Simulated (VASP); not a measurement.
# Cd: single point with PBE

The system is Cd.

```xyz
2
Lattice="3.1162 0.0000 0.0000 -1.5581 2.6987 0.0000 0.0000 0.0000 6.1543" Properties=species:S:1:pos:R:3 pbc="T T T"
Cd    0.0000    1.7992    1.5386
Cd    1.5581    0.8996    4.6157
```

```yaml
Program: VASP 6.6.1
Task: single point
Functional: PBE
Potentials_or_basis: VASP PAW PBE potentials, release 64 (Cd)
Cutoff: 520 eV
k_mesh: 20 × 20 × 9
Occupations: fermi-dirac, width 0.1 eV
Spin: no spin polarisation
```

```
Pressure               : -3.2 GPa
Band gap on the k mesh : zero (bands 12 and 13 overlap by 3.58 eV)
```

Stress tensor (GPa, compression positive):
```
-3.57  0.00  0.00
 0.00 -3.57  0.00
 0.00  0.00 -2.61
```

Levels at points of the mesh, in eV from the Fermi level:
| k point | band 8 | band 9 | band 10 | band 11 | band 12 | band 13 | band 14 | band 15 | band 16 | band 17 |
| --- | --- | --- | --- | --- | --- | --- | --- | --- | --- | --- |
| (0.00, 0.00, 0.00) | -8.47 | -8.34 | -8.34 | -7.67 | -3.50 | -2.37 | 8.45 | 12.21 | 13.70 | 13.70 |
| (0.50, 0.00, 0.00) | -8.34 | -8.11 | -8.09 | -1.73 | -1.57 | 1.47 | 2.13 | 2.95 | 4.78 | 8.04 |

Wall time 68 s on 1 thread of AMD EPYC 9R45 96-Core Processor (Zen 5) (shared host), peak memory 0.27 GiB.

Caveat: the cell stands under tension.
